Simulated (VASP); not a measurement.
# Ir (P6_3/mmc) in VASP: further runs

Runs on Ir. Level: PBEsol. Tasks: single point, relaxation of volume and atoms at fixed shape.

All numbers are computed with VASP 6.6.1; they aren't measurements. Logs are shortened: lines on timing, memory, paths and dates and some standing lists are left out, and cuts for length are marked.

### Step 1. The cell of the first run

It takes space group P6_3/mmc (No. 194, hexagonal). Conventional cell: a = 2.718 Å, b = 2.718 Å, c = 4.409 Å, α = 90.00°, β = 90.00°, γ = 120.00°. Within 3.6 Å of Ir (site symmetry -6m2) lie 12 Ir at 2.71 to 2.72 Å.

This isn't the form of Ir at room conditions, which is fcc.

### Step 2. Single point, PBEsol

Contents of INCAR:

```
  PREC = Accurate
  ENCUT = 520
  EDIFF = 1E-6
  ISMEAR = 0
  SIGMA = 0.05
  LREAL = False
  LASPH = True
  NELM = 80
  ALGO = Normal
  ISIF = 2
  LWAVE = False
  LCHARG = True
  GGA = PS
  LELF = True
  LVHAR = True
  NBANDS = 16
```

Contents of KPOINTS:

```
Automatic mesh
0
Gamma
  17 17 9
```

Contents of POSCAR:

```
Ir
1.0
    2.7184535083      0.0000000029      0.0000000000
   -1.3592267566      2.3542497957      0.0000000000
    0.0000000000      0.0000000000      4.4088919754
Ir
2
Direct
    0.6666666667      0.3333333333      0.7500000000
    0.3333333333      0.6666666667      0.2500000000
```

Potentials or basis: VASP PAW PBE potentials, release 64 (Ir).

Command:

```console
> cat potpaw_PBE.64/Ir/POTCAR > POTCAR
> mpirun -np 1 vasp_std > vasp.out
```

OUTCAR:

```text
PREC = Accurate
   ENCUT = 520
   EDIFF = 1E-6
   ISMEAR = 0
   LREAL = False
   LASPH = True
   NELM = 80
   ISIF = 2
   GGA = PS

 ion  position               nearest neighbor table
   1  0.667  0.333  0.750-   2 2.71   2 2.71   2 2.71   2 2.71   2 2.71   2 2.71
   2  0.333  0.667  0.250-   1 2.71   1 2.71   1 2.71   1 2.71   1 2.71   1 2.71

  LATTYP: Found a hexagonal cell.
 ALAT       =     2.7184535083
 C/A-ratio  =     1.6218382849

  Lattice vectors:

 A1 = (   2.7184535083,   0.0000000029,   0.0000000000)
 A2 = (  -1.3592267566,   2.3542497957,   0.0000000000)
 A3 = (   0.0000000000,   0.0000000000,   4.4088919754)

Analysis of symmetry for initial positions (statically):
=====================================================================
 Subroutine PRICEL returns:
 Original cell was already a primitive cell.

 Routine SETGRP: Setting up the symmetry group for a
 hexagonal supercell.

 Subroutine GETGRP returns: Found 24 space group operations
 (whereof 12 operations were pure point group operations)
 out of a pool of 24 trial point group operations.

The static configuration has the point symmetry D_3d.
 The point group associated with its full space group is D_6h.

Analysis of symmetry for dynamics (positions and initial velocities):
=====================================================================
 Subroutine PRICEL returns:
 Original cell was already a primitive cell.

 Routine SETGRP: Setting up the symmetry group for a
 hexagonal supercell.

 Subroutine GETGRP returns: Found 24 space group operations
 (whereof 12 operations were pure point group operations)
 out of a pool of 24 trial point group operations.

The dynamic configuration has the point symmetry D_3d.
 The point group associated with its full space group is D_6h.

 Subroutine INISYM returns: Found 24 space group operations
 (whereof 12 operations are pure point group operations),
 and found     1 'primitive' translations

----------------------------------------------------------------------------------------

                                     Primitive cell

  volume of cell :      28.2165

  direct lattice vectors                    reciprocal lattice vectors
     2.718453508  0.000000003  0.000000000     0.367856208  0.212381881  0.000000000
    -1.359226757  2.354249796  0.000000000    -0.000000000  0.424763762  0.000000000
     0.000000000  0.000000000  4.408891975     0.000000000  0.000000000  0.226814357

  length of vectors
     2.718453508  2.718453508  4.408891975     0.424763762  0.424763762  0.226814357

  position of ions in fractional coordinates (direct lattice)
     0.666666667  0.333333333  0.750000000
     0.333333333  0.666666667  0.250000000

  ion indices of the primitive-cell ions
   primitive index   ion index
                 1           1
                 2           2

----------------------------------------------------------------------------------------

 KPOINTS: Automatic mesh

Automatic generation of k-mesh.
 Grid dimensions read from file:
 generate k-points for:   17   17    9

 Generating k-lattice:

  Cartesian coordinates                     Fractional coordinates (reciprocal lattice)
     0.021638600  0.012493052  0.000000000     0.058823529 -0.000000000  0.000000000
    -0.000000000  0.024986104  0.000000000    -0.000000000  0.058823529  0.000000000
     0.000000000  0.000000000  0.025201595     0.000000000  0.000000000  0.111111111

  Length of vectors
     0.024986104  0.024986104  0.025201595

  Shift w.r.t. Gamma in fractional coordinates (k-lattice)
     0.000000000  0.000000000  0.000000000

 Subroutine IBZKPT returns following result:
 ===========================================

 Found    165 irreducible k-points:

 Following reciprocal coordinates:
            Coordinates               Weight
  0.000000  0.000000  0.000000      1.000000
  0.058824  0.000000  0.000000      6.000000
  0.117647  0.000000  0.000000      6.000000
  0.176471  0.000000  0.000000      6.000000
  0.235294  0.000000  0.000000      6.000000
  0.294118  0.000000  0.000000      6.000000
[... 16 lines left out ...]
  0.411765  0.117647  0.000000     12.000000
  0.176471  0.176471  0.000000      6.000000
 [... further k-points ...]
   k-points           NKPTS =    165   k-points in BZ     NKDIM =    165   number of bands    NBANDS=     16
   number of dos      NEDOS =    301   number of ions     NIONS =      2
   total plane-waves  NPLWV =  14400
   dimension x,y,z NGX =    20 NGY =   20 NGZ =   36
   dimension x,y,z NGXF=    40 NGYF=   40 NGZF=   72
   ions per type =               2
   NGX,Y,Z   is equivalent  to a cutoff of  12.23, 12.23, 13.57 a.u.
   NGXF,Y,Z  is equivalent  to a cutoff of  24.46, 24.46, 27.15 a.u.
 SYSTEM =  unknown system
   PREC   = accura    normal or accurate (medium, high low for compatibility)
   ISTART =      0    job   : 0-new  1-cont  2-samecut
   ICHARG =      2    charge: 1-file 2-atom 10-const
   ISPIN  =      1    spin polarized calculation?
   LNONCOLLINEAR =      F non collinear calculations
   LSORBIT =      F    spin-orbit coupling
   LASPH  =      T    aspherical Exc in radial PAW
   ENCUT  =  520.0 eV  38.22 Ry    6.18 a.u.   5.05  5.05  8.20*2*pi/ulx,y,z
   NELM   =     80;   NELMIN=  2; NELMDL= -5     # of ELM steps
   EDIFF  = 0.1E-05   stopping-criterion for ELM
   LREAL  =      F    real-space projection
   EDIFFG = 0.1E-04   stopping-criterion for IOM
   NSW    =      0    number of steps for IOM
   IBRION =     -1    ionic relax: 0-MD 1-quasi-New 2-CG
   NFREE  =      0    steps in history (QN), initial steepest desc. (CG)
   ISIF   =      2    stress and relaxation
   ISYM   =      2    0-nonsym 1-usesym 2-fastsym
   POTIM  = 0.5000    time-step for ionic-motion
   TEBEG  =    0.0;   TEEND  =   0.0 temperature during run
   PSTRESS=    0.0 pullay stress
   NELECT =      18.0000    total number of electrons
   NUPDOWN=      -1.0000    fix difference up-down
   EMIN   =  10.00;   EMAX   =-10.00  energy-range for DOS
   EFERMI =   0.00;   METHOD = LEGACY
   ISMEAR =     0;   SIGMA  =   0.05  broadening in eV -4-tet -1-fermi 0-gaus
   EFERMI_NEDOS =   21; number of points for ismear=-14 and -15
   IALGO  =     38    algorithm
   IMIX   =      4    mixing-type and parameters
     AMIX     =   0.40;   BMIX     =  1.00
     AMIX_MAG =   1.60;   BMIX_MAG =  1.00
  volume/ion in A,a.u.               =      14.11        95.21
  Fermi-wavevector in a.u.,A,eV,Ry     =   1.409281  2.663156 27.022175  1.986074
  Thomas-Fermi vector in A             =   2.531353
   LORBIT       =      0    0 simple, 1 ext, 2 COOP (PROOUT), +10 PAW based schemes
   GGA     = PS    functional components
   LHFCALC =     F    Hartree Fock is set to
   AEXX    =    0.0000 exact exchange contribution
   IVDW    =     0    specifies the selected vdW correction
   LEPSILON=     F    determine dielectric tensor
   LRPA    =     F    only Hartree local field effects (RPA)
 non-spin polarized calculation
 Gauss-broadening in eV      SIGMA  =   0.05
  energy-cutoff  :      520.00
  volume of cell :       28.22
 maximum number of plane-waves:       775
   NGX = 11   NGY = 11   NGZ = 17

 number of electron      18.0000000 magnetization

 Free energy of the ion-electron system (eV)
  ---------------------------------------------------
  ext. energy  EPLUGINS =         0.00000000
  ---------------------------------------------------
  free energy    TOTEN  =       -19.48739771 eV

  energy without entropy =      -19.48480229  energy(sigma->0) =      -19.48610000

 E-fermi :  10.4077     XC(G=0): -14.1176

 val. band max:       10.4065571199   @ k =   0.2353   0.0588   0.4444
 cond. band min:      10.4092296998   @ k =   0.3529   0.2941   0.1111
 fundamental gap:      0.0026725799
 Fermi energy:        10.4076734763

 k-point     1 :       0.0000    0.0000    0.0000
  band No.  band energies     occupation
      1      -0.9266      2.00000
      2       2.1471      2.00000
      3       6.4237      2.00000
      4       6.5295      2.00000
      5       6.5295      2.00000
      6       7.1974      2.00000
[... 8 lines left out ...]
     15      26.8209      0.00000
     16      27.9090      0.00000

 k-point     2 :       0.0588    0.0000    0.0000
  band No.  band energies     occupation
      1      -0.7900      2.00000
      2       2.2697      2.00000
      3       6.1692      2.00000
      4       6.6448      2.00000
      5       6.7539      2.00000
      6       7.1210      2.00000
[... 8 lines left out ...]
     15      27.0031      0.00000
     16      28.1308      0.00000

 k-point     3 :       0.1176    0.0000    0.0000
  band No.  band energies     occupation
      1      -0.3924      2.00000
      2       2.6107      2.00000
      3       5.8167      2.00000
      4       6.8561      2.00000
      5       6.9855      2.00000
      6       7.1296      2.00000
[... 8 lines left out ...]
     15      27.4739      0.00000
     16      28.5485      0.00000

 k-point     4 :       0.1765    0.0000    0.0000
  band No.  band energies     occupation
      1       0.2264      2.00000
      2       3.0656      2.00000
      3       5.4891      2.00000
      4       6.2359      2.00000
      5       6.5980      2.00000
      6       7.3808      2.00000
[... 8 lines left out ...]
     15      27.6128      0.00000
     16      28.2518      0.00000
[... 324 lines left out ...]
 k-point    22 :       0.3529    0.1176    0.0000
  band No.  band energies     occupation
      1       3.0963      2.00000
      2       3.3133      2.00000
      3       3.6617      2.00000
      4       5.9919      2.00000
      5       6.1167      2.00000
      6       6.8890      2.00000
[... 8 lines left out ...]
     15      20.7564      0.00000
     16      24.8473      0.00000

 k-point    23 :       0.4118    0.1176    0.0000
  band No.  band energies     occupation
      1       3.1600      2.00000
      2       3.2488      2.00000
      3       3.4817      2.00000
      4       6.1090      2.00000
      5       6.3892      2.00000
      6       6.7258      2.00000
[... 8 lines left out ...]
     15      21.3370      0.00000
     16      23.2881      0.00000

 k-point    24 :       0.1765    0.1765    0.0000
  band No.  band energies     occupation
      1       2.1099      2.00000
      2       4.1355      2.00000
      3       4.6345      2.00000
      4       4.6535      2.00000
      5       6.2369      2.00000
      6       6.5081      2.00000
[... 8 lines left out ...]
     15      22.8242      0.00000
     16      26.3525      0.00000

 [... further k-points ...]

------------------------ aborting loop because EDIFF is reached ----------------------------------------

  FORCE on cell =-STRESS in cart. coord.  units (eV):
  Direction    XX          YY          ZZ          XY          YZ          ZX
  --------------------------------------------------------------------------------------
  -------------------------------------------------------------------------------------
  Total        0.2171186      0.2171186      0.0977987      0.0000000      0.0000000      0.0000000
  in kB       12.3283133     12.3283133      5.5531543      0.0000000      0.0000000      0.0000000
  external PRESSURE =      10.0699270 kB  Pullay stress =       0.0000000 kB

 VOLUME and BASIS-vectors are now :
 -----------------------------------------------------------------------------
  energy-cutoff  :      520.00
  volume of cell :       28.22
      direct lattice vectors                 reciprocal lattice vectors
     2.718453508  0.000000003  0.000000000     0.367856208  0.212381881  0.000000000
    -1.359226757  2.354249796  0.000000000    -0.000000000  0.424763762  0.000000000
     0.000000000  0.000000000  4.408891975     0.000000000  0.000000000  0.226814357

 POSITION                                       TOTAL-FORCE (eV/Angst)
 -----------------------------------------------------------------------------------
      1.35923      0.78475      3.30667        -0.000000     -0.000000      0.000000
     -0.00000      1.56950      1.10222         0.000000      0.000000      0.000000
 -----------------------------------------------------------------------------------
    total drift:                               -0.000000      0.000000     -0.000000

  FREE ENERGIE OF THE ION-ELECTRON SYSTEM (eV)
  ---------------------------------------------------
  free  energy   TOTEN  =       -19.4873977096 eV

  energy  without entropy=      -19.4848022907  energy(sigma->0) =      -19.48610000
```

Wall time 35 s (1 thread of Intel Xeon Platinum 8488C (Sapphire Rapids), shared host); peak memory 0.19 GiB.

Results:

| Property | Result |
| --- | --- |
| Free energy | -19.4874 eV |
| Pressure | 1.0 GPa |
| Band gap on the k mesh | zero (bands 9 and 10 overlap by 3.33 eV) |

Stress tensor (GPa, compression positive):
```
1.23 0.00 0.00
0.00 1.23 0.00
0.00 0.00 0.56
```

Levels at points of the mesh, in eV from the Fermi level:
```tsv
k point	band 6	band 7	band 8	band 9	band 10	band 11	band 12	band 13
(0.00, 0.00, 0.00)	-3.21	-3.21	-2.40	-2.40	-0.89	0.28	0.28	7.08
```

Caveat: the PAW data sets were made with another functional, which shifts forces and pressure a little; spin-orbit coupling is left out, which moves the levels of the heavy elements.

### Step 3. Relaxation of volume and atoms at fixed shape, PBEsol

This run uses another cell than the first one, of 14.63 Å³/atom.

Contents of INCAR:

```
  ALGO = Normal
  EDIFF = 1E-6
  EDIFFG = -0.03
  ENCUT = 600
  GGA = PS
  IBRION = 2
  ISIF = 8
  ISMEAR = 0
  LASPH = T
  LCHARG = F
  LREAL = F
  LWAVE = F
  NELM = 100
  NSW = 80
  PREC = Accurate
  SIGMA = 0.05
```

Contents of KPOINTS:

```
k-points
0
Gamma
  17 17 9
```

Contents of POSCAR:

```
Ir
1.0
    2.7513778900      0.0000000000      0.0000000000
   -1.3756889500      2.3827631500      0.0000000000
    0.0000000000      0.0000000000      4.4622900000
Ir
2
Direct
    0.6666666667      0.3333333333      0.7500000000
    0.3333333333      0.6666666667      0.2500000000
```

Potentials or basis: VASP PAW PBE potentials, release 64 (Ir).

Command:

```console
> cat potpaw_PBE.64/Ir/POTCAR > POTCAR
> mpirun -np 1 vasp_std > vasp.out
```

Wall time 84 s (1 thread of Intel Xeon Platinum 8488C (Sapphire Rapids), shared host); peak memory 0.22 GiB.

It converged, with:

| Property | Result |
| --- | --- |
| Free energy | -19.4877 eV |
| Relaxed volume | 14.15 Å³/atom |
| Relaxed cell | a = 2.721 Å, b = 2.721 Å, c = 4.413 Å, α = 90.00°, β = 90.00°, γ = 120.00° |
| Space group after relaxing (to 0.1 Å) | P6_3/mmc (No. 194) |
| Energy gained by relaxing | 18.4 meV/atom |
| Ionic steps | 4 |
| Pressure after relaxing | -0.1 GPa |
| Band gap on the k mesh | zero (bands 9 and 10 overlap by 3.31 eV) |

Stress tensor (GPa, compression positive):
```
 0.09  0.00  0.00
 0.00  0.09  0.00
 0.00  0.00 -0.62
```

Step by step:
```tsv
step	energy change (eV)	largest force (eV/Å)	pressure (GPa)	volume (Å³)
1	0.0000	0.0000	-11.80	29.25
2	0.5876	0.0000	67.41	24.92
3	-0.0366	0.0000	-0.72	28.35
4	-0.0367	0.0000	-0.15	28.30
```

Final structure:
```
CELL_PARAMETERS angstrom
2.72128 0.00000 0.00000
-1.36064 2.35670 0.00000
0.00000 0.00000 4.41348
ATOMIC_POSITIONS crystal
Ir 0.66667 0.33333 0.75000
Ir 0.33333 0.66667 0.25000
```

Levels at points of the mesh, in eV from the Fermi level:
| k point | band 5 | band 6 | band 7 | band 8 | band 9 | band 10 | band 11 | band 12 | band 13 |
| --- | --- | --- | --- | --- | --- | --- | --- | --- | --- |
| (0.00, 0.00, 0.00) | -3.86 | -3.19 | -3.19 | -2.39 | -2.39 | -0.88 | 0.28 | 0.28 | 7.05 |

Caveat: the PAW data sets were made with another functional, which shifts forces and pressure a little; spin-orbit coupling is left out, which moves the levels of the heavy elements.
